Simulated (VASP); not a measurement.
Input of a VASP 6.6.1 run:

INCAR

```
ALGO = Normal ; EDIFF = 1E-7
ENCUT = 520 ; GGA = PE
ISIF = 2 ; ISMEAR = 0
LASPH = True ; LCHARG = False
LREAL = False ; LWAVE = False
NBANDS = 24 ; NELM = 100
PREC = Accurate ; SIGMA = 0.01
```

Contents of KPOINTS:

```
k-points
0
Gamma
  4 4 4
```

Contents of POSCAR:

```
KMgI3
1.0
    5.8523391451      0.0000000000      0.0000000000
    0.0000000000      5.8523391451      0.0000000000
    0.0000000000      0.0000000000      5.8523391451
K Mg I
1 1 3
Direct
    0.0000000000      0.0000000000      0.0000000000
    0.5000000000      0.5000000000      0.5000000000
    0.5000000000      0.5000000000      0.0000000000
    0.5000000000      0.0000000000      0.5000000000
    0.0000000000      0.5000000000      0.5000000000
```

Potentials or basis: VASP PAW PBE potentials, release 64 (K_sv, Mg, I).

Run with:

```sh
$ cat potpaw_PBE.64/K_sv/POTCAR potpaw_PBE.64/Mg/POTCAR potpaw_PBE.64/I/POTCAR > POTCAR
$ mpirun -np 1 vasp_std > vasp.out
```

Question: What does it give for the band gap on the k mesh?

Answer: 1.18 eV, indirect (least direct gap 1.66 eV).

Question: What does it give for the pressure?

Answer: 0.0 GPa.

Caveat: spin-orbit coupling is left out, which moves the levels of the heavy elements. A k mesh can miss the band edges.
